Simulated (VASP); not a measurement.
# CoO (Fm-3m) in VASP: vibrations by perturbation theory with PBEsol

Aim: the vibrations by perturbation theory of CoO with PBEsol.

All numbers are computed with VASP 6.6.1; they aren't measurements. Logs are shortened: lines on timing, memory, paths and dates and some standing lists are left out, and cuts for length are marked.

### 1 The cell of the first run

The structure is cubic, space group Fm-3m (No. 225). The conventional cell has a = 4.167 Å, b = 4.167 Å, c = 4.167 Å, α = 90.00°, β = 90.00°, γ = 90.00°. Within 2.8 Å of Co (site symmetry m-3m) lie 6 O at 2.08 Å. Within 2.8 Å of O (site symmetry m-3m) lie 6 Co at 2.08 Å.

### 2 Vibrations by perturbation theory, PBEsol, collinear spin, ferromagnetic start

Input file INCAR:

```
SYSTEM = CoO
  ALGO = Normal
  EDIFF = 1E-8
  ENCUT = 520
  GGA = PS
  IBRION = 8
  ISIF = 2
  ISMEAR = 0
  ISPIN = 2
  LASPH = .TRUE.
  LCHARG = .FALSE.
  LMAXMIX = 4
  LORBIT = 11
  LREAL = .FALSE.
  LWAVE = .FALSE.
  MAGMOM = 2.58 0
  NELM = 150
  NSW = 1
  PREC = Accurate
  SIGMA = 0.15
```

Input file KPOINTS:

```
k-points
0
G
  14 14 14
  0 0 0
```

Input file POSCAR:

```
CoO
1.0
    0.0000000000      2.0833041165      2.0833041165
    2.0833041165      0.0000000000      2.0833041165
    2.0833041165      2.0833041165      0.0000000000
Co O
1 1
Direct
    0.0000000000      0.0000000000      0.0000000000
    0.5000000000      0.5000000000      0.5000000000
```

Potentials or basis: VASP PAW PBE potentials, release 64 (Co, O).

On the command line:

```console
cat potpaw_PBE.64/Co/POTCAR potpaw_PBE.64/O/POTCAR > POTCAR
mpirun -np 1 vasp_std > vasp.out
```

OUTCAR:

```text
SYSTEM = CoO
   EDIFF = 1E-8
   ENCUT = 520
   GGA = PS
   IBRION = 8
   ISIF = 2
   ISMEAR = 0
   ISPIN = 2
   LASPH = .TRUE.
   LORBIT = 11
   LREAL = .FALSE.
   NELM = 150
   NSW = 1
   PREC = Accurate

 ion  position               nearest neighbor table
   1  0.000  0.000  0.000-   2 2.08   2 2.08   2 2.08   2 2.08   2 2.08   2 2.08
   2  0.500  0.500  0.500-   1 2.08   1 2.08   1 2.08   1 2.08   1 2.08   1 2.08

  LATTYP: Found a face centered cubic cell.
 ALAT       =     4.1666082330

  Lattice vectors:

 A1 = (   0.0000000000,   2.0833041165,   2.0833041165)
 A2 = (   2.0833041165,   0.0000000000,   2.0833041165)
 A3 = (   2.0833041165,   2.0833041165,   0.0000000000)

Analysis of symmetry for initial positions (statically):
=====================================================================
 Subroutine PRICEL returns:
 Original cell was already a primitive cell.

 Routine SETGRP: Setting up the symmetry group for a
 face centered cubic supercell.

 Subroutine GETGRP returns: Found 48 space group operations
 (whereof 48 operations were pure point group operations)
 out of a pool of 48 trial point group operations.

The static configuration has the point symmetry O_h .

Analysis of symmetry for dynamics (positions and initial velocities):
=====================================================================
 Subroutine PRICEL returns:
 Original cell was already a primitive cell.

 Routine SETGRP: Setting up the symmetry group for a
 face centered cubic supercell.

 Subroutine GETGRP returns: Found 48 space group operations
 (whereof 48 operations were pure point group operations)
 out of a pool of 48 trial point group operations.

The dynamic configuration has the point symmetry O_h .

Analysis of structural, dynamic, and magnetic symmetry:
=====================================================================
 Subroutine PRICEL returns:
 Original cell was already a primitive cell.

 Routine SETGRP: Setting up the symmetry group for a
 face centered cubic supercell.

 Subroutine GETGRP returns: Found 48 space group operations
 (whereof 48 operations were pure point group operations)
 out of a pool of 48 trial point group operations.

The overall configuration has the point symmetry O_h .

 Subroutine INISYM returns: Found 48 space group operations
 (whereof 48 operations are pure point group operations),
 and found     1 'primitive' translations

----------------------------------------------------------------------------------------

                                     Primitive cell

  volume of cell :      18.0837

  direct lattice vectors                    reciprocal lattice vectors
     0.000000000  2.083304116  2.083304116    -0.240003366  0.240003366  0.240003366
     2.083304116  0.000000000  2.083304116     0.240003366 -0.240003366  0.240003366
     2.083304116  2.083304116  0.000000000     0.240003366  0.240003366 -0.240003366

  length of vectors
     2.946236936  2.946236936  2.946236936     0.415698024  0.415698024  0.415698024

  position of ions in fractional coordinates (direct lattice)
     0.000000000  0.000000000  0.000000000
     0.500000000  0.500000000  0.500000000

  ion indices of the primitive-cell ions
   primitive index   ion index
                 1           1
                 2           2

----------------------------------------------------------------------------------------

 KPOINTS: k-points

Automatic generation of k-mesh.
 Grid dimensions read from file:
 generate k-points for:   14   14   14

 Generating k-lattice:

  Cartesian coordinates                     Fractional coordinates (reciprocal lattice)
    -0.017143098  0.017143098  0.017143098     0.071428571  0.000000000  0.000000000
     0.017143098 -0.017143098  0.017143098     0.000000000  0.071428571  0.000000000
[... 465 lines left out ...]
      1     -11.3531      1.00000
      2       1.7220      1.00000
      3       3.3453      1.00000
      4       3.5966      1.00000
      5       5.6434      1.00000
      6       6.1238      1.00000
      7       6.6958      1.00000
      8       7.2044      1.00000
      9       7.8254      1.00000
     10      13.4409      0.00000
     11      20.8456      0.00000
     12      22.9255      0.00000

 [... further k-points ...]

 spin component 2

 k-point     1 :       0.0000    0.0000    0.0000
  band No.  band energies     occupation
      1     -11.6435      1.00000
      2       5.7570      1.00000
      3       5.7570      1.00000
      4       5.7570      1.00000
      5       7.5209      1.00000
      6       7.5209      1.00000
      7       7.5210      1.00000
      8       8.5195      0.99401
      9       8.5196      0.99400
     10      10.5045      0.00000
     11      25.5160      0.00000
     12      27.7836      0.00000
[... 346 lines left out ...]
 [... further k-points ...]

------------------------ aborting loop because EDIFF is reached ----------------------------------------

  FORCE on cell =-STRESS in cart. coord.  units (eV):
  Direction    XX          YY          ZZ          XY          YZ          ZX
  --------------------------------------------------------------------------------------
  -------------------------------------------------------------------------------------
  Total       -0.0973195     -0.0973195     -0.0973195      0.0000000      0.0000000     -0.0000000
  in kB       -8.6222824     -8.6222824     -8.6222824      0.0000000      0.0000000     -0.0000000
  external PRESSURE =      -8.6222824 kB  Pullay stress =       0.0000000 kB

 VOLUME and BASIS-vectors are now :
 -----------------------------------------------------------------------------
  energy-cutoff  :      520.00
  volume of cell :       18.08
      direct lattice vectors                 reciprocal lattice vectors
     0.000000000  2.083304116  2.083304116    -0.240003366  0.240003366  0.240003366
     2.083304116  0.000000000  2.083304116     0.240003366 -0.240003366  0.240003366
     2.083304116  2.083304116  0.000000000     0.240003366  0.240003366 -0.240003366

 POSITION                                       TOTAL-FORCE (eV/Angst)
 -----------------------------------------------------------------------------------
      0.00000      0.00000      0.00000        -0.000000      0.000000     -0.000000
      2.08330      2.08330      2.08330         0.000000     -0.000000      0.000000
 -----------------------------------------------------------------------------------
    total drift:                                0.000000     -0.000000     -0.000000

  FREE ENERGIE OF THE ION-ELECTRON SYSTEM (eV)
  ---------------------------------------------------
  free  energy   TOTEN  =       -14.0118352651 eV

  energy  without entropy=      -13.9643319341  energy(sigma->0) =      -13.98808360

[... ionic steps 2 to 3 ...]

--------------------------------------- Ionic step        4  -------------------------------------------

------------------------ aborting loop because EDIFF is reached ----------------------------------------

[... ionic steps 5 to 6 ...]

--------------------------------------- Ionic step        7  -------------------------------------------

 Free energy of the ion-electron system (eV)
  ---------------------------------------------------
  ---------------------------------------------------
  free energy    TOTEN  =        -0.35426352 eV

  energy without entropy =       -0.35426354

------------------------ aborting loop because EDIFF is reached ----------------------------------------

 INTERNAL STRAIN TENSOR  FOR ION    2  DIRECTION 1   (eV/Angst):
 -----------------------------------------------------------------------------
    -0.01180  0.00000 -0.00000
     0.00000  0.00001 -0.00000
     0.00000 -0.00000  0.00001

 INTERNAL STRAIN TENSOR FOR ION    2 for displacements in x,y,z  (eV/Angst):
          X           Y           Z          XY          YZ          ZX
  --------------------------------------------------------------------------------
  x     0.00000     0.00000     0.00000     0.00000     0.00000     0.00000
  y     0.00000     0.00000     0.00000     0.00000     0.00000     0.00000
  z     0.00000     0.00000     0.00000     0.00000     0.00000     0.00000

 SECOND DERIVATIVES (NOT SYMMETRIZED)
 ------------------------------------
               1X          1Y          1Z          2X          2Y          2Z
  1X    -1.556534    0.000000    0.000000    1.556534    0.000000    0.000000
  1Y     0.000000   -1.556534    0.000000    0.000000    1.556534    0.000000
  1Z     0.000000    0.000000   -1.556534    0.000000    0.000000    1.556534
  2X     1.574984    0.000000    0.000000   -1.574984    0.000000    0.000000
  2Y     0.000000    1.574984    0.000000    0.000000   -1.574984    0.000000
  2Z     0.000000    0.000000    1.574984    0.000000    0.000000   -1.574984

 Eigenvectors and eigenvalues of the dynamical matrix
 ----------------------------------------------------

   1 f  =    5.523871 THz    34.707505 2PiTHz  184.256501 cm-1    22.844884 meV
             X         Y         Z           dx          dy          dz
      0.000000  0.000000  0.000000     0.000000    0.459951    0.000000
      2.083304  2.083304  2.083304     0.000000   -0.887944    0.000000
[... 21 lines left out ...]
   6 f/i=    0.013292 THz     0.083518 2PiTHz    0.443381 cm-1     0.054972 meV
             X         Y         Z           dx          dy          dz
      0.000000  0.000000  0.000000     0.000000   -0.887944    0.000000
      2.083304  2.083304  2.083304     0.000000   -0.459951    0.000000

--------------------------------------------------------------------------------------------------------

 ELASTIC MODULI CONTR FROM IONIC RELAXATION (kBar)
 Direction    XX          YY          ZZ          XY          YZ          ZX
 --------------------------------------------------------------------------------
 XX           0.0000      0.0000      0.0000      0.0000      0.0000      0.0000
 YY           0.0000      0.0000      0.0000      0.0000      0.0000      0.0000
 ZZ           0.0000      0.0000      0.0000      0.0000      0.0000      0.0000
 XY           0.0000      0.0000      0.0000      0.0000      0.0000      0.0000
 YZ           0.0000      0.0000      0.0000      0.0000      0.0000      0.0000
 ZX           0.0000      0.0000      0.0000      0.0000      0.0000      0.0000
 --------------------------------------------------------------------------------

 total charge

# of ion       s       p       d       tot
------------------------------------------
    1        0.315   0.406   7.214   7.935
    2        1.552   3.423   0.000   4.976
--------------------------------------------------
tot          1.868   3.829   7.214  12.910

 magnetization (x)

# of ion       s       p       d       tot
------------------------------------------
    1        0.021   0.019   2.334   2.374
    2        0.030   0.226   0.000   0.256
--------------------------------------------------
tot          0.051   0.245   2.334   2.630
```

Run time: 3.4 min. Hardware: 1 thread of Intel Xeon Platinum 8559C (Emerald Rapids), shared host; peak memory 0.34 GiB.

What came out:

```yaml
Net_moment: 2.68 μB per cell
Site_moments: Co +2.37; O +0.26 μB
Valence_electrons_inside_the_program's_atomic_spheres: Co 7.93; O 4.98
Highest_phonon_frequency_at_Γ_LO-TO_splitting_left_out: 184 cm⁻¹
```

Phonon frequencies in cm⁻¹ (negative: imaginary):
| q point | frequencies |
| --- | --- |
| (0.000, 0.000, 0.000) | 0 0 0 184 184 184 |

Caveat: the PAW data sets were made with another functional, which shifts forces and pressure a little; a cell with one magnetic atom can't hold antiferromagnetic order, which such compounds often take.
